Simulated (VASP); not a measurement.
# ZrSi2 (P4/mmm) in VASP: a series of runs

ZrSi2 is run at these levels: PBE; tasks: single point.

Everything below comes from runs of VASP 6.6.1. Logs are shortened: lines on timing, memory, paths and dates and some standing lists are left out, and cuts for length are marked.

### Step 1. The cell of the first run

Symmetry: P4/mmm, No. 123, tetragonal system. Conventional cell: a = 3.665 Å, b = 3.665 Å, c = 4.254 Å, α = 90.00°, β = 90.00°, γ = 90.00°. Within 3.7 Å of Zr (site symmetry 4/mmm) lie 8 Si at 2.75 Å and 4 Zr at 3.67 Å. Within 2.5 Å of Si (site symmetry 4mm) lie 2 Si at 1.83 to 2.42 Å.

The cell was generated, and may not be a known phase.

### Step 2. Single point, PBE

Contents of INCAR:

```
ALGO = Normal
EDIFF = 1E-6
ENCUT = 520
GGA = PE
ISIF = 2
ISMEAR = 0
LASPH = T
LCHARG = F
LREAL = F
LWAVE = F
NBANDS = 17
NELM = 100
PREC = Accurate
SIGMA = 0.1
```

Contents of KPOINTS:

```
k-points
0
Gamma
  6 6 4
```

Contents of POSCAR:

```
ZrSi2
1.0
    3.6650587800      0.0000000000      0.0000000000
    0.0000000000      3.6650587800      0.0000000000
    0.0000000000      0.0000000000      4.2539074500
Zr Si
1 2
Direct
    0.5000000000      0.5000000000      0.0000000000
    0.0000000000      0.0000000000      0.2154144500
    0.0000000000      0.0000000000      0.7845855500
```

Potentials or basis: VASP PAW PBE potentials, release 64 (Zr_sv, Si).

On the command line:

```bash
cat potpaw_PBE.64/Zr_sv/POTCAR potpaw_PBE.64/Si/POTCAR > POTCAR
mpirun -np 1 vasp_std > vasp.out
```

OUTCAR:

```text
EDIFF = 1E-6
   ENCUT = 520
   GGA = PE
   ISIF = 2
   ISMEAR = 0
   LASPH = T
   LREAL = F
   NELM = 100
   PREC = Accurate

 ion  position               nearest neighbor table
   1  0.500  0.500  0.000-   2 2.75   3 2.75   2 2.75   3 2.75   2 2.75   3 2.75   2 2.75   3 2.75

   2  0.000  0.000  0.215-   3 1.83   3 2.42   1 2.75   1 2.75   1 2.75   1 2.75
   3  0.000  0.000  0.785-   2 1.83   2 2.42   1 2.75   1 2.75   1 2.75   1 2.75

  LATTYP: Found a simple tetragonal cell.
 ALAT       =     3.6650587800
 C/A-ratio  =     1.1606655460

  Lattice vectors:

 A1 = (   3.6650587800,   0.0000000000,   0.0000000000)
 A2 = (   0.0000000000,   3.6650587800,   0.0000000000)
 A3 = (   0.0000000000,   0.0000000000,   4.2539074500)

Analysis of symmetry for initial positions (statically):
=====================================================================
 Subroutine PRICEL returns:
 Original cell was already a primitive cell.

 Routine SETGRP: Setting up the symmetry group for a
 simple tetragonal supercell.

 Subroutine GETGRP returns: Found 16 space group operations
 (whereof 16 operations were pure point group operations)
 out of a pool of 16 trial point group operations.

The static configuration has the point symmetry D_4h.

Analysis of symmetry for dynamics (positions and initial velocities):
=====================================================================
 Subroutine PRICEL returns:
 Original cell was already a primitive cell.

 Routine SETGRP: Setting up the symmetry group for a
 simple tetragonal supercell.

 Subroutine GETGRP returns: Found 16 space group operations
 (whereof 16 operations were pure point group operations)
 out of a pool of 16 trial point group operations.

The dynamic configuration has the point symmetry D_4h.

 Subroutine INISYM returns: Found 16 space group operations
 (whereof 16 operations are pure point group operations),
 and found     1 'primitive' translations

----------------------------------------------------------------------------------------

                                     Primitive cell

  volume of cell :      57.1413

  direct lattice vectors                    reciprocal lattice vectors
     3.665058780  0.000000000  0.000000000     0.272846920  0.000000000  0.000000000
     0.000000000  3.665058780  0.000000000     0.000000000  0.272846920  0.000000000
     0.000000000  0.000000000  4.253907450     0.000000000  0.000000000  0.235077987

  length of vectors
     3.665058780  3.665058780  4.253907450     0.272846920  0.272846920  0.235077987

  position of ions in fractional coordinates (direct lattice)
     0.500000000  0.500000000  0.000000000
     0.000000000  0.000000000  0.215414450
     0.000000000  0.000000000  0.784585550

  ion indices of the primitive-cell ions
   primitive index   ion index
                 1           1
                 2           2
                 3           3

----------------------------------------------------------------------------------------

 KPOINTS: k-points

Automatic generation of k-mesh.
 Grid dimensions read from file:
 generate k-points for:    6    6    4

 Generating k-lattice:

  Cartesian coordinates                     Fractional coordinates (reciprocal lattice)
     0.045474487  0.000000000  0.000000000     0.166666667  0.000000000  0.000000000
     0.000000000  0.045474487  0.000000000     0.000000000  0.166666667  0.000000000
     0.000000000  0.000000000  0.058769497     0.000000000  0.000000000  0.250000000

  Length of vectors
     0.045474487  0.045474487  0.058769497

  Shift w.r.t. Gamma in fractional coordinates (k-lattice)
     0.000000000  0.000000000  0.000000000

 Subroutine IBZKPT returns following result:
 ===========================================

 Found     30 irreducible k-points:

 Following reciprocal coordinates:
            Coordinates               Weight
  0.000000  0.000000  0.000000      1.000000
  0.166667  0.000000  0.000000      4.000000
  0.333333  0.000000  0.000000      4.000000
  0.500000  0.000000  0.000000      2.000000
  0.166667  0.166667  0.000000      4.000000
  0.333333  0.166667  0.000000      8.000000
[... 16 lines left out ...]
  0.333333  0.000000  0.500000      4.000000
  0.500000  0.000000  0.500000      2.000000
 [... further k-points ...]
   k-points           NKPTS =     30   k-points in BZ     NKDIM =     30   number of bands    NBANDS=     17
   number of dos      NEDOS =    301   number of ions     NIONS =      3
   total plane-waves  NPLWV =  25088
   dimension x,y,z NGX =    28 NGY =   28 NGZ =   32
   dimension x,y,z NGXF=    56 NGYF=   56 NGZF=   64
   ions per type =               1   2
   NGX,Y,Z   is equivalent  to a cutoff of  12.70, 12.70, 12.51 a.u.
   NGXF,Y,Z  is equivalent  to a cutoff of  25.40, 25.40, 25.01 a.u.
 SYSTEM =  unknown system
   PREC   = accura    normal or accurate (medium, high low for compatibility)
   ISTART =      0    job   : 0-new  1-cont  2-samecut
   ICHARG =      2    charge: 1-file 2-atom 10-const
   ISPIN  =      1    spin polarized calculation?
   LNONCOLLINEAR =      F non collinear calculations
   LSORBIT =      F    spin-orbit coupling
   LASPH  =      T    aspherical Exc in radial PAW
   ENCUT  =  520.0 eV  38.22 Ry    6.18 a.u.   6.81  6.81  7.91*2*pi/ulx,y,z
   NELM   =    100;   NELMIN=  2; NELMDL= -5     # of ELM steps
   EDIFF  = 0.1E-05   stopping-criterion for ELM
   LREAL  =      F    real-space projection
   EDIFFG = 0.1E-04   stopping-criterion for IOM
   NSW    =      0    number of steps for IOM
   IBRION =     -1    ionic relax: 0-MD 1-quasi-New 2-CG
   NFREE  =      0    steps in history (QN), initial steepest desc. (CG)
   ISIF   =      2    stress and relaxation
   ISYM   =      2    0-nonsym 1-usesym 2-fastsym
   POTIM  = 0.5000    time-step for ionic-motion
   TEBEG  =    0.0;   TEEND  =   0.0 temperature during run
   PSTRESS=    0.0 pullay stress
   NELECT =      20.0000    total number of electrons
   NUPDOWN=      -1.0000    fix difference up-down
   EMIN   =  10.00;   EMAX   =-10.00  energy-range for DOS
   EFERMI =   0.00;   METHOD = LEGACY
   ISMEAR =     0;   SIGMA  =   0.10  broadening in eV -4-tet -1-fermi 0-gaus
   EFERMI_NEDOS =   21; number of points for ismear=-14 and -15
   IALGO  =     38    algorithm
   IMIX   =      4    mixing-type and parameters
     AMIX     =   0.40;   BMIX     =  1.00
     AMIX_MAG =   1.60;   BMIX_MAG =  1.00
  volume/ion in A,a.u.               =      19.05       128.54
  Fermi-wavevector in a.u.,A,eV,Ry     =   1.153723  2.180220 18.110396  1.331077
  Thomas-Fermi vector in A             =   2.290365
   LORBIT       =      0    0 simple, 1 ext, 2 COOP (PROOUT), +10 PAW based schemes
   GGA     = PE    functional components
   LHFCALC =     F    Hartree Fock is set to
   AEXX    =    0.0000 exact exchange contribution
   IVDW    =     0    specifies the selected vdW correction
   LEPSILON=     F    determine dielectric tensor
   LRPA    =     F    only Hartree local field effects (RPA)
 non-spin polarized calculation
 Gauss-broadening in eV      SIGMA  =   0.10
  energy-cutoff  :      520.00
  volume of cell :       57.14
 maximum number of plane-waves:      1560
 NGX is ok and might be reduce to    28
   NGX = 13   NGY = 13   NGZ = 15

 number of electron      19.9999999 magnetization

 Free energy of the ion-electron system (eV)
  ---------------------------------------------------
  ext. energy  EPLUGINS =         0.00000000
  ---------------------------------------------------
  free energy    TOTEN  =       -17.12343937 eV

  energy without entropy =      -17.11374992  energy(sigma->0) =      -17.11859465

 E-fermi :   8.0520     XC(G=0): -10.4733

 val. band max:        8.0139698757   @ k =   0.1667   0.1667   0.5000
 cond. band min:       8.0566733147   @ k =   0.3333   0.0000   0.2500
 fundamental gap:      0.0427034391
 Fermi energy:         8.0520175358

 k-point     1 :       0.0000    0.0000    0.0000
  band No.  band energies     occupation
      1     -40.8949      2.00000
      2     -18.9585      2.00000
      3     -18.9350      2.00000
      4     -18.9350      2.00000
      5      -4.0079      2.00000
      6       3.0703      2.00000
[... 9 lines left out ...]
     16      14.9865      0.00000
     17      14.9865      0.00000

 k-point     2 :       0.1667    0.0000    0.0000
  band No.  band energies     occupation
      1     -40.8923      2.00000
      2     -18.9860      2.00000
      3     -18.9537      2.00000
      4     -18.9294      2.00000
      5      -3.7294      2.00000
      6       3.2809      2.00000
[... 9 lines left out ...]
     16      14.7311      0.00000
     17      15.3918      0.00000

 k-point     3 :       0.3333    0.0000    0.0000
  band No.  band energies     occupation
      1     -40.8871      2.00000
      2     -19.0860      2.00000
      3     -18.9441      2.00000
      4     -18.9180      2.00000
      5      -3.0573      2.00000
      6       2.8090      2.00000
[... 9 lines left out ...]
     16      13.8579      0.00000
     17      14.5302      0.00000

 k-point     4 :       0.5000    0.0000    0.0000
  band No.  band energies     occupation
      1     -40.8845      2.00000
      2     -19.1352      2.00000
      3     -18.9393      2.00000
      4     -18.9123      2.00000
      5      -2.6163      2.00000
      6       1.9576      2.00000
[... 9 lines left out ...]
     16      13.8983      0.00000
     17      13.9221      0.00000
[... 343 lines left out ...]
      1     -40.8913      2.00000
      2     -18.9831      2.00000
      3     -18.9813      2.00000
      4     -18.9273      2.00000
      5      -2.8761      2.00000
      6       0.0685      2.00000
[... 9 lines left out ...]
     16      13.0631      0.00000
     17      14.1772      0.00000

 k-point    23 :       0.3333    0.0000    0.5000
  band No.  band energies     occupation
      1     -40.8862      2.00000
      2     -19.0819      2.00000
      3     -18.9704      2.00000
      4     -18.9161      2.00000
      5      -2.1831      2.00000
      6       0.2828      2.00000
[... 9 lines left out ...]
     16      13.4786      0.00000
     17      15.4100      0.00000

 k-point    24 :       0.5000    0.0000    0.5000
  band No.  band energies     occupation
      1     -40.8836      2.00000
      2     -19.1305      2.00000
      3     -18.9650      2.00000
      4     -18.9104      2.00000
      5      -1.7294      2.00000
      6       0.4023      2.00000
[... 9 lines left out ...]
     16      14.7400      0.00000
     17      16.1749      0.00000

 [... further k-points ...]

------------------------ aborting loop because EDIFF is reached ----------------------------------------

  FORCE on cell =-STRESS in cart. coord.  units (eV):
  Direction    XX          YY          ZZ          XY          YZ          ZX
  --------------------------------------------------------------------------------------
  -------------------------------------------------------------------------------------
  Total        0.1515319      0.1515319     21.4399566      0.0000000      0.0000000      0.0000000
  in kB        4.2487833      4.2487833    601.1523642      0.0000000      0.0000000      0.0000000
  external PRESSURE =     203.2166436 kB  Pullay stress =       0.0000000 kB

 VOLUME and BASIS-vectors are now :
 -----------------------------------------------------------------------------
  energy-cutoff  :      520.00
  volume of cell :       57.14
      direct lattice vectors                 reciprocal lattice vectors
     3.665058780  0.000000000  0.000000000     0.272846920  0.000000000  0.000000000
     0.000000000  3.665058780  0.000000000     0.000000000  0.272846920  0.000000000
     0.000000000  0.000000000  4.253907450     0.000000000  0.000000000  0.235077987

 POSITION                                       TOTAL-FORCE (eV/Angst)
 -----------------------------------------------------------------------------------
      1.83253      1.83253      0.00000         0.000000      0.000000      0.000000
      0.00000      0.00000      0.91635        -0.000000     -0.000000     12.658535
      0.00000      0.00000      3.33755         0.000000     -0.000000    -12.658535
 -----------------------------------------------------------------------------------
    total drift:                                0.000000      0.000000     -0.000000

  FREE ENERGIE OF THE ION-ELECTRON SYSTEM (eV)
  ---------------------------------------------------
  free  energy   TOTEN  =       -17.1234393712 eV

  energy  without entropy=      -17.1137499240  energy(sigma->0) =      -17.11859465
```

It took 9.9 s on 1 thread of Intel Xeon 6975P-C (Granite Rapids), shared host; peak memory 0.17 GiB.

What came out:

| Property | Result |
| --- | --- |
| Free energy | -17.1234 eV |
| Pressure | 20.3 GPa |
| Largest force | 12.659 eV/Å |
| Band gap on the k mesh | zero (bands 10 and 11 overlap by 1.77 eV) |

Forces in eV/Å, atoms in the order of the input:
```
Zr    0.000   0.000   0.000
Si    0.000   0.000  12.659
Si    0.000   0.000 -12.659
```

Levels at points of the mesh, in eV from the Fermi level:
| k point | band 7 | band 8 | band 9 | band 10 | band 11 | band 12 | band 13 | band 14 |
| --- | --- | --- | --- | --- | --- | --- | --- | --- |
| (0.00, 0.00, 0.00) | -2.70 | -2.04 | -1.25 | -1.25 | 0.84 | 0.90 | 0.90 | 1.46 |
| (0.50, 0.00, 0.00) | -3.81 | -3.47 | -3.37 | -0.80 | 1.72 | 2.01 | 2.87 | 3.72 |
| (0.50, 0.50, 0.00) | -4.00 | -3.41 | -1.17 | -1.17 | -0.63 | -0.15 | 2.94 | 3.46 |
| (0.00, 0.00, 0.50) | -1.78 | -0.43 | -0.43 | -0.41 | -0.41 | 0.92 | 1.16 | 3.42 |
| (0.50, 0.00, 0.50) | -5.26 | -3.15 | -2.28 | 1.14 | 1.15 | 2.36 | 2.56 | 2.95 |
| (0.50, 0.50, 0.50) | -3.20 | -3.20 | -2.90 | -2.90 | 2.69 | 3.11 | 3.48 | 3.54 |

Caveat: the k points lie up to 0.37 Å⁻¹ apart, too coarse for converged energies and pressures of a metal; forces of over 1 eV/Å act on the atoms, so gaps and moduli don't describe the material at rest.

### Step 3. Single point, PBE

This run uses another cell than the first one, of 20.11 Å³/atom.

Contents of INCAR:

```
SYSTEM = ZrSi2
PREC     = Accurate       ! precision mode
ENCUT    = 520            ! plane-wave cutoff, eV
EDIFF    = 1E-7           ! SCF threshold, eV
ISMEAR   = 0              ! smearing method
SIGMA    = 0.1            ! smearing width, eV
LREAL    = .False.        ! projectors in reciprocal space
LASPH    = .True.         ! aspherical terms in the spheres
NELM     = 100            ! most SCF steps
ALGO     = Normal         ! electronic algorithm
ISIF     = 2              ! what is computed and relaxed
LWAVE    = .False.        ! write WAVECAR
LCHARG   = .False.        ! write CHGCAR
GGA      = PE             ! functional
NBANDS   = 17             ! bands
```

Contents of KPOINTS:

```
regular mesh
0
Gamma
  6 6 4
  0 0 0
```

Contents of POSCAR:

```
ZrSi2
1.0
    3.5354140718      0.0000000000      0.0000000000
    0.0000000000      3.5354140718      0.0000000000
    0.0000000000      0.0000000000      4.8257882915
Zr Si
1 2
Direct
    0.5000000000      0.5000000000      0.0000000000
    0.0000000000      0.0000000000      0.2569034616
    0.0000000000      0.0000000000      0.7430965384
```

Potentials or basis: VASP PAW PBE potentials, release 64 (Zr_sv, Si).

On the command line:

```bash
cat potpaw_PBE.64/Zr_sv/POTCAR potpaw_PBE.64/Si/POTCAR > POTCAR
mpirun -np 1 vasp_std > vasp.out
```

Run time: 13 s. Hardware: 1 thread of Intel Xeon 6975P-C (Granite Rapids), shared host; peak memory 0.18 GiB.

It converged, with:

```yaml
Free_energy: -19.7216 eV
Pressure: 0.0 GPa
Largest_force: 0.016 eV/Å
Band_gap_on_the_k_mesh: zero (bands 10 and 11 overlap by 2.47 eV)
```

Forces in eV/Å, atoms in the order of the input:
```
Zr   0.000  0.000  0.000
Si   0.000  0.000  0.016
Si   0.000  0.000 -0.016
```

Stress tensor (GPa, compression positive):
```
-0.11  0.00  0.00
 0.00 -0.11  0.00
 0.00  0.00  0.33
```

Levels at points of the mesh, in eV from the Fermi level:
```
           k point  band 6  band 7  band 8  band 9  band 10  band 11  band 12  band 13  band 14  band 15
(0.00, 0.00, 0.00)   -5.17   -4.52   -1.49    0.42     0.42     0.58     0.58     1.46     2.02     5.80
(0.50, 0.00, 0.00)   -5.31   -4.73   -3.62   -1.78    -0.68     0.34     1.72     3.75     4.64     4.83
(0.50, 0.50, 0.00)   -3.75   -3.13   -3.13   -2.06    -2.06    -2.05     0.07     4.19     4.26     4.26
(0.00, 0.00, 0.50)   -8.84   -1.34   -0.35   -0.35    -0.14     1.70     1.70     1.95     2.06     5.19
(0.50, 0.00, 0.50)   -7.68   -4.30   -2.96   -1.48    -0.08     1.31     1.45     2.42     3.26     3.86
(0.50, 0.50, 0.50)   -6.80   -3.54   -3.54   -1.68    -1.68     1.93     2.88     3.72     4.20     4.33
```

The gap in the log of VASP goes by the Fermi energy; the results here count the filled bands.